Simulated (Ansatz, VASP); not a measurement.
# Si: VASP beside Ansatz

The input POSCAR:

```
Si
1.0
    0.0000000000      2.9398737687      2.9398737687
    2.9398737687      0.0000000000      2.9398737687
    2.9398737687      2.9398737687      0.0000000000
Si
2
Direct
    0.5000000000      0.5000000000      0.5000000000
    0.7500000000      0.7500000000      0.7500000000
```

The input INCAR.step1:

```
SYSTEM = Si
PREC = Accurate
ENCUT = 520
ISMEAR = 0
SIGMA = 0.05
LREAL = .FALSE.
LASPH = .TRUE.
NELM = 80
NBANDS = 11
GGA = PE
ALGO = Normal
EDIFF = 1E-4
LWAVE = .TRUE.
LCHARG = .FALSE.
```

The input INCAR.step2:

```
SYSTEM = Si
PREC = Accurate
ENCUT = 520
EDIFF = 1E-7
ISMEAR = 0
SIGMA = 0.05
LREAL = .FALSE.
LASPH = .TRUE.
NELM = 80
ALGO = Normal
ISIF = 2
LWAVE = .FALSE.
LCHARG = .FALSE.
METAGGA = R2SCAN
LMIXTAU = .TRUE.
NBANDS = 11
ISTART = 1
```

File KPOINTS:

```
regular mesh
0
G
  8 8 8
  0 0 0
```

Input for Ansatz:

```yaml
crystal:
  lattice:
    - [0.0, 2.9398737687, 2.9398737687]
    - [2.9398737687, 0.0, 2.9398737687]
    - [2.9398737687, 2.9398737687, 0.0]
  atoms:
    - { symbol: Si, position: [0.5, 0.5, 0.5] }
    - { symbol: Si, position: [0.75, 0.75, 0.75] }
basis:
  ecutwfc: 500
kpoints:
  mp_grid: { grid: [8, 8, 8] }
hamiltonian:
  xc: r2scan
scf:
  occupations: { method: gaussian, width: 0.05 }
output:
  forces: true
  stress: true
  eigenvalues: true
```

Change from the starting cell: strain +0.080 along x and y, +0.080 along z, atoms carried along.

Alike in both runs: task single point; functional r2SCAN; k mesh 8 × 8 × 8; occupations gaussian, width 0.05 eV; no spin polarisation.

```csv
,VASP,Ansatz
version,VASP 6.6.1,Ansatz 0.2.0
potentials or method,"VASP PAW PBE potentials, release 64 (Si), cutoff 520 eV","scalar-relativistic, plane waves, PAW"
valence electrons in the cell,8,8
```

```csv
,VASP,Ansatz,Ansatz less VASP
gap on the k mesh at the Fermi level (eV),0.99,0.99,-0.005
least direct gap on the mesh (eV),1.28,1.28,0.000
pressure (GPa),-13.6,-13.5,+0.12
```

VASP's potentials were made for PBE, not for r2SCAN. With one functional, cell and mesh, what is left measures potentials, basis and numerics.
